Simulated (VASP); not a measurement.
Here is a VASP 6.6.1 calculation.

INCAR

```
SYSTEM = CuI
  PREC = Accurate
  ENCUT = 520
  EDIFF = 1E-8
  ISMEAR = 0
  SIGMA = 0.01
  LREAL = .False.
  LASPH = .True.
  NELM = 80
  ALGO = Normal
  ISIF = 2
  LWAVE = .False.
  LCHARG = .False.
  GGA = PS
  LEPSILON = .True.
```

KPOINTS

```
Automatic mesh
0
Gamma
  8 8 8
  0 0 0
```

The input POSCAR:

```
CuI
1.0
    0.0000000000      3.0315000000      3.0315000000
    3.0315000000      0.0000000000      3.0315000000
    3.0315000000      3.0315000000      0.0000000000
I Cu
1 1
Direct
    0.0000000000      0.0000000000      0.0000000000
    0.7500000000      0.7500000000      0.7500000000
```

Potentials or basis: VASP PAW PBE potentials, release 64 (I, Cu).

Command:

```sh
$ cat potpaw_PBE.64/I/POTCAR potpaw_PBE.64/Cu/POTCAR > POTCAR
$ mpirun -np 1 vasp_std > vasp.out
```

Task: What does it give for the electronic dielectric tensor (diagonal)?

Result: 6.84.

Task: Predict the Born charges (mean of the diagonal).

Result: I -1.13; Cu +1.13 e.

Task: Estimate the band gap on the k mesh.

Result: 1.03 eV.

Born effective charge tensors (e):
atom 1, I
```
-1.13  0.00  0.00
 0.00 -1.13  0.00
 0.00  0.00 -1.13
```
atom 2, Cu
```
1.13 0.00 0.00
0.00 1.13 0.00
0.00 0.00 1.13
```

Caveat: spin-orbit coupling is left out, which moves the levels of the heavy elements.
